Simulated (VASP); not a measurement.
# GaP: single point with PBEsol

Crystal: GaP.

```xyz
2
Lattice="0.0000 2.7252 2.6980 2.7252 0.0000 2.6980 2.7252 2.7252 0.0000" Properties=species:S:1:pos:R:3 pbc="T T T"
Ga    0.0000    0.0000    0.0000
P     4.0879    4.0879    4.0470
```

This cell differs from its parent crystal: zz strain of -1 %.

```
Program             : VASP 6.6.1
Task                : single point
Functional          : PBEsol
Potentials or basis : VASP PAW PBE potentials, release 64 (Ga_d, P)
Cutoff              : 520 eV
k mesh              : 12 × 12 × 12
Occupations         : fermi-dirac, width 0.08 eV
Spin                : no spin polarisation
```

- Pressure: 0.2 GPa
- Band gap on the k mesh: 1.36 eV, indirect (least direct gap 1.80 eV)

Stress tensor (GPa, compression positive):
```
-0.04  0.00  0.00
 0.00 -0.04  0.00
 0.00  0.00  0.69
```

Levels at points of the mesh, in eV from the valence-band top:
| k point | band 5 | band 6 | band 7 | band 8 | band 9 | band 10 | band 11 | band 12 | band 13 | band 14 |
| --- | --- | --- | --- | --- | --- | --- | --- | --- | --- | --- |
| (0.00, 0.00, 0.00) | -14.49 | -12.64 | -0.06 | -0.06 | 0.00 | 1.80 | 3.77 | 3.80 | 3.80 | 8.57 |
| (0.50, 0.00, 0.00) | -14.48 | -10.51 | -6.79 | -1.22 | -1.14 | 1.58 | 4.57 | 4.65 | 8.07 | 10.77 |
| (0.50, 0.50, 0.00) | -14.47 | -9.56 | -6.85 | -2.83 | -2.83 | 1.41 | 1.60 | 10.58 | 10.58 | 11.20 |
| (0.50, 0.00, 0.50) | -14.47 | -9.60 | -6.91 | -2.76 | -2.76 | 1.48 | 1.70 | 10.58 | 10.58 | 11.10 |

Run time: 76 s on 1 thread of AMD EPYC 7R43 64-Core Processor (Zen 3), on a shared host, peak memory 0.21 GiB.

Caveat: the cell differs from its parent crystal (zz strain of -1 %); the PAW data sets were made with another functional, which shifts forces and pressure a little. A k mesh can miss the band edges.
